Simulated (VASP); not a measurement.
A run of VASP 6.6.1 is set up as follows.

INCAR

```
SYSTEM = W
  PREC = Accurate
  ENCUT = 520
  EDIFF = 1E-7
  ISMEAR = 0
  SIGMA = 0.15
  LREAL = .FALSE.
  LASPH = .TRUE.
  NELM = 60
  ALGO = Fast
  ISIF = 2
  LWAVE = .FALSE.
  LCHARG = .TRUE.
  LELF = .TRUE.
  LVHAR = .TRUE.
  NBANDS = 13
```

KPOINTS

```
regular mesh
0
G
  22 22 22
  0 0 0
```

The input POSCAR:

```
W
1.0
    0.0000000000      1.9880046366      1.8882068038
    1.9880046366      0.0000000000      1.8882068038
    1.9880046366      1.9880046366      0.0000000000
W
1
Direct
    0.0000000000      0.0000000000      0.0000000000
```

Potentials or basis: VASP PAW LDA potentials, release 64 (W_sv).

The run is started by

```bash
$ cat potpaw_LDA.64/W_sv/POTCAR > POTCAR
$ mpirun -np 1 vasp_std > vasp.out
```

(1) Estimate the pressure.

(2) Predict the band gap on the k mesh.

Results:

(1) 19.1 GPa.

(2) zero (bands 7 and 8 overlap by 5.16 eV).

Caveat: the cell stands under pressure; spin-orbit coupling is left out, which moves the levels of the heavy elements.
